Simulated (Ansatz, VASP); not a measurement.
One calculation of Al2Ru, two programs

```
CELL_PARAMETERS angstrom
-1.56062 1.56062 4.21157
1.56062 -1.56062 4.21157
1.56062 1.56062 -4.21157
ATOMIC_POSITIONS crystal
Al 0.65907 0.65907 0.00000
Al 0.34093 0.34093 0.00000
Ru 0.00000 0.00000 0.00000
```

Alike in both runs: functional PBEsol; k mesh 18 × 18 × 18; occupations gaussian, width 0.1 eV; no spin polarisation.

Ansatz relaxed the structure, and its values are those at the end. VASP's run is a single point on that final structure, the one shown.

```csv
,VASP,Ansatz
version,VASP 6.6.1,Ansatz 0.2.0
potentials or method,"VASP PAW PBE potentials, release 64 (Al, Ru_pv), cutoff 520 eV","scalar-relativistic, plane waves, PAW"
valence electrons in the cell,20,22
```

```tsv
	VASP	Ansatz	Ansatz less VASP
gap on the k mesh at the Fermi level (eV)	none	none	-
pressure (GPa)	0.1	0.0	-0.09
```

VASP's potentials were made for PBE, not for PBEsol. A gap of «none» marks a metal or a gap that the smearing closes. VASP's potentials hold 20 valence electrons a cell and Ansatz's 22, so a difference there can come from the potentials and not from the codes.
